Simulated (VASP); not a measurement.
Co4F, 5 atoms in the cell. Symmetry: Pm-3m, No. 221, cubic system. The conventional cell has a = 3.936 Å, b = 3.936 Å, c = 3.936 Å, α = 90.00°, β = 90.00°, γ = 90.00°. Within 2.6 Å of Co (site symmetry 4/mmm) lie 2 F at 1.97 Å. Co (site symmetry m-3m) has 12 Co at 2.78 Å and 8 F at 3.41 Å within 3.7 Å. Within 2.6 Å of F (site symmetry m-3m) lie 6 Co at 1.97 Å. The cell was generated, and may not be a known phase.

| Quantity | Value |
| --- | --- |
| Program | VASP 6.6.1 |
| Task | single point |
| Functional | PBE |
| Potentials or basis | VASP PAW PBE potentials, release 64 (Co, F) |
| Cutoff | 520 eV |
| k mesh | 4 × 4 × 4 |
| Occupations | gaussian, width 0.1 eV |
| Spin | collinear spin, ferromagnetic start |
| Starting moments | [3.0, 3.0, 3.0, 3.0, 0.0] μB |
| Dipole correction | no |
| Further INCAR settings | ALGO = Normal; EDIFF = 1e-06; NBANDS = 34 |

Potentials or basis: VASP PAW PBE potentials, release 64 (Co, F).

The run is started by

```bash
$ cat potpaw_PBE.64/Co/POTCAR potpaw_PBE.64/F/POTCAR > POTCAR
$ mpirun -np 1 vasp_std > vasp.out
```

Hardware: 1 thread of Intel(R) Xeon(R) 6975P-C (Granite Rapids), on a shared host.

How long does it take, and how much memory?

It took 37 s on 1 thread of Intel(R) Xeon(R) 6975P-C (Granite Rapids), with other jobs on the host, peak memory 0.2 GiB. Counts: scf iterations 18, k points 10.
